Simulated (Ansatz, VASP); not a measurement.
**Sn in VASP and in Ansatz**

File INCAR:

```
SYSTEM = Sn
PREC = Accurate
ENCUT = 520
EDIFF = 1E-6
ISMEAR = -1
SIGMA = 0.05
LREAL = .FALSE.
LASPH = .TRUE.
NELM = 60
ALGO = Normal
ISIF = 2
LWAVE = .FALSE.
LCHARG = .FALSE.
GGA = CA
NBANDS = 13
```

Contents of KPOINTS:

```
Automatic mesh
0
G
  11 11 11
  0 0 0
```

File POSCAR:

```
Sn
1.0
   -1.8776586900      1.8776586900      1.8776586900
    1.8776586900     -1.8776586900      1.8776586900
    1.8776586900      1.8776586900     -1.8776586900
Sn
1
Direct
    0.0000000000      0.0000000000      0.0000000000
```

Input for Ansatz:

```yaml
crystal:
  lattice:
    - [-1.877658689984264, 1.877658689984264, 1.877658689984264]
    - [1.877658689984264, -1.877658689984264, 1.877658689984264]
    - [1.877658689984264, 1.877658689984264, -1.877658689984264]
  atoms:
    - { symbol: Sn, position: [0.0, 0.0, 0.0] }
basis:
  ecutwfc: 510.0
kpoints:
  mp_grid:
    grid: [11, 11, 11]
hamiltonian:
  xc: lda
scf:
  occupations:
    method: fermi_dirac
    width: 0.05
output:
  stress: true
```

Alike in both runs: task single point; functional LDA; k mesh 11 × 11 × 11; occupations fermi-dirac, width 0.05 eV; no spin polarisation.

|  | VASP | Ansatz |
| --- | --- | --- |
| version | VASP 6.6.1 | Ansatz 0.2.0 |
| potentials or method | VASP PAW LDA potentials, release 64 (Sn_d), cutoff 520 eV | plane waves, PAW |
| valence electrons in the cell | 14 | 14 |

|  | VASP | Ansatz | Ansatz less VASP |
| --- | --- | --- | --- |
| pressure (GPa) | -1.7 | -1.7 | +0.01 |

LDA's correlation is that of Perdew and Zunger in VASP and of Perdew and Wang (1992) in Ansatz.
